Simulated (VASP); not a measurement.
# Zr (P6_3/mmc) in VASP: vibrations by perturbation theory with LDA

Aim: the vibrations by perturbation theory of Zr with LDA.

Everything below comes from runs of VASP 6.6.1. Logs are shortened: lines on timing, memory, paths and dates and some standing lists are left out, and cuts for length are marked.

### 1 The cell of the first run

The structure is hexagonal, space group P6_3/mmc (No. 194). Conventional cell: a = 3.142 Å, b = 3.142 Å, c = 5.106 Å, α = 90.00°, β = 90.00°, γ = 120.00°. Zr (site symmetry -6m2) has 12 Zr at 3.13 to 3.14 Å within 4.1 Å.

### 2 Vibrations by perturbation theory, LDA

The input, INCAR:

```
SYSTEM = Zr
PREC = Accurate ; ENCUT = 520
EDIFF = 1E-8 ; ISMEAR = -1
SIGMA = 0.15 ; LREAL = .FALSE.
LASPH = .TRUE. ; NELM = 100
ALGO = Fast ; ISIF = 2
LWAVE = .FALSE. ; LCHARG = .FALSE.
IBRION = 8 ; NSW = 1
```

The input, KPOINTS:

```
regular mesh
0
G
  12 12 8
  0 0 0
```

The input, POSCAR:

```
Zr
1.0
    3.1421449492      0.0000000028      0.0000000000
   -1.5710724770      2.7211773470      0.0000000000
    0.0000000000      0.0000000000      5.1064786455
Zr
2
Direct
    0.3333333333      0.6666666667      0.2500000000
    0.6666666667      0.3333333333      0.7500000000
```

Potentials or basis: VASP PAW LDA potentials, release 64 (Zr_sv).

Command:

```sh
> cat potpaw_LDA.64/Zr_sv/POTCAR > POTCAR
> mpirun -np 1 vasp_std > vasp.out
```

OUTCAR:

```text
SYSTEM = Zr
   PREC = Accurate
   ENCUT = 520
   EDIFF = 1E-8
   ISMEAR = -1
   LREAL = .FALSE.
   LASPH = .TRUE.
   NELM = 100
   ISIF = 2
   IBRION = 8
   NSW = 1

 ion  position               nearest neighbor table
   1  0.333  0.667  0.250-   2 3.13   2 3.13   2 3.13   2 3.13   2 3.13   2 3.13
   2  0.667  0.333  0.750-   1 3.13   1 3.13   1 3.13   1 3.13   1 3.13   1 3.13

  LATTYP: Found a hexagonal cell.
 ALAT       =     3.1421449492
 C/A-ratio  =     1.6251569320

  Lattice vectors:

 A1 = (   3.1421449492,   0.0000000028,   0.0000000000)
 A2 = (  -1.5710724770,   2.7211773470,   0.0000000000)
 A3 = (   0.0000000000,   0.0000000000,   5.1064786455)

Analysis of symmetry for initial positions (statically):
=====================================================================
 Subroutine PRICEL returns:
 Original cell was already a primitive cell.

 Routine SETGRP: Setting up the symmetry group for a
 hexagonal supercell.

 Subroutine GETGRP returns: Found 24 space group operations
 (whereof 12 operations were pure point group operations)
 out of a pool of 24 trial point group operations.

The static configuration has the point symmetry D_3d.
 The point group associated with its full space group is D_6h.

Analysis of symmetry for dynamics (positions and initial velocities):
=====================================================================
 Subroutine PRICEL returns:
 Original cell was already a primitive cell.

 Routine SETGRP: Setting up the symmetry group for a
 hexagonal supercell.

 Subroutine GETGRP returns: Found 24 space group operations
 (whereof 12 operations were pure point group operations)
 out of a pool of 24 trial point group operations.

The dynamic configuration has the point symmetry D_3d.
 The point group associated with its full space group is D_6h.
[... 621 lines left out ...]
  Total        0.0073781      0.0073781      0.0213556      0.0000000      0.0000000      0.0000000
  in kB        0.2707384      0.2707384      0.7836423      0.0000000      0.0000000      0.0000000
  external PRESSURE =       0.4417064 kB  Pullay stress =       0.0000000 kB

 VOLUME and BASIS-vectors are now :
 -----------------------------------------------------------------------------
  energy-cutoff  :      520.00
  volume of cell :       43.66
      direct lattice vectors                 reciprocal lattice vectors
     3.142144949  0.000000003  0.000000000     0.318253937  0.183743996  0.000000000
    -1.571072477  2.721177347  0.000000000    -0.000000000  0.367487992  0.000000000
     0.000000000  0.000000000  5.106478646     0.000000000  0.000000000  0.195829665

 POSITION                                       TOTAL-FORCE (eV/Angst)
 -----------------------------------------------------------------------------------
     -0.00000      1.81412      1.27662        -0.000000     -0.000000      0.000000
      1.57107      0.90706      3.82986         0.000000      0.000000      0.000000
 -----------------------------------------------------------------------------------
    total drift:                                0.000000     -0.000000      0.000000

  FREE ENERGIE OF THE ION-ELECTRON SYSTEM (eV)
  ---------------------------------------------------
  free  energy   TOTEN  =       -18.6625219605 eV

  energy  without entropy=      -18.4958595669  energy(sigma->0) =      -18.57919076

[... ionic steps 2 to 3 ...]

--------------------------------------- Ionic step        4  -------------------------------------------

------------------------ aborting loop because EDIFF is reached ----------------------------------------

[... ionic steps 5 to 5 ...]

--------------------------------------- Ionic step        6  -------------------------------------------

 Free energy of the ion-electron system (eV)
  ---------------------------------------------------
  ---------------------------------------------------
  free energy    TOTEN  =        -0.73566443 eV

  energy without entropy =       -0.73566442

------------------------ aborting loop because EDIFF is reached ----------------------------------------

 INTERNAL STRAIN TENSOR  FOR ION    1  DIRECTION 3   (eV/Angst):
 -----------------------------------------------------------------------------
    -0.06827 -0.00000 -0.00000
    -0.00000 -0.06827  0.00000
    -0.00000  0.00000  0.14390

 INTERNAL STRAIN TENSOR FOR ION    2 for displacements in x,y,z  (eV/Angst):
          X           Y           Z          XY          YZ          ZX
  --------------------------------------------------------------------------------
  x    -0.00000     0.00000    -0.00000     1.27971     0.00000     0.00000
  y     1.27971    -1.27971    -0.00000     0.00000     0.00000     0.00000
  z     0.00000    -0.00000     0.00000     0.00000    -0.00000     0.00000

 SECOND DERIVATIVES (NOT SYMMETRIZED)
 ------------------------------------
               1X          1Y          1Z          2X          2Y          2Z
  1X    -0.323320   -0.000000    0.000000    0.323320    0.000000    0.000000
  1Y    -0.000000   -0.323320    0.000000    0.000000    0.323320    0.000000
  1Z     0.000000   -0.000000   -4.947998    0.000000    0.000000    4.947998
  2X     0.323320    0.000000    0.000000   -0.323320   -0.000000    0.000000
  2Y     0.000000    0.323320    0.000000   -0.000000   -0.323320    0.000000
  2Z     0.000000    0.000000    4.947998    0.000000   -0.000000   -4.947998

 Eigenvectors and eigenvalues of the dynamical matrix
 ----------------------------------------------------

   1 f  =    5.149036 THz    32.352347 2PiTHz  171.753351 cm-1    21.294692 meV
             X         Y         Z           dx          dy          dz
     -0.000000  1.814118  1.276620     0.000000    0.000000    0.707107
      1.571072  0.907059  3.829859     0.000000    0.000000   -0.707107
[... 21 lines left out ...]
   6 f  =    0.000000 THz     0.000000 2PiTHz    0.000000 cm-1     0.000000 meV
             X         Y         Z           dx          dy          dz
     -0.000000  1.814118  1.276620     0.000000    0.000000    0.707107
      1.571072  0.907059  3.829859     0.000000    0.000000    0.707107

--------------------------------------------------------------------------------------------------------

 ELASTIC MODULI CONTR FROM IONIC RELAXATION (kBar)
 Direction    XX          YY          ZZ          XY          YZ          ZX
 --------------------------------------------------------------------------------
 XX        -185.8639    185.8639      0.0000     -0.0000      0.0000     -0.0000
 YY         185.8639   -185.8639     -0.0000     -0.0000     -0.0000      0.0000
 ZZ           0.0000     -0.0000     -0.0000      0.0000      0.0000     -0.0000
 XY          -0.0000     -0.0000      0.0000   -185.8639      0.0000     -0.0000
 YZ           0.0000     -0.0000      0.0000      0.0000     -0.0000      0.0000
 ZX          -0.0000      0.0000     -0.0000     -0.0000      0.0000     -0.0000
 --------------------------------------------------------------------------------
```

It took 21 min on 1 thread of Intel Xeon 8259CL, shared host; peak memory 0.55 GiB.

Results:

```yaml
Highest_phonon_frequency_at_Γ: 172 cm⁻¹
```

Phonon frequencies in cm⁻¹ (negative: imaginary):
```csv
q point,frequencies
"(0.000, 0.000, 0.000)",0 0 0 44 44 172
```
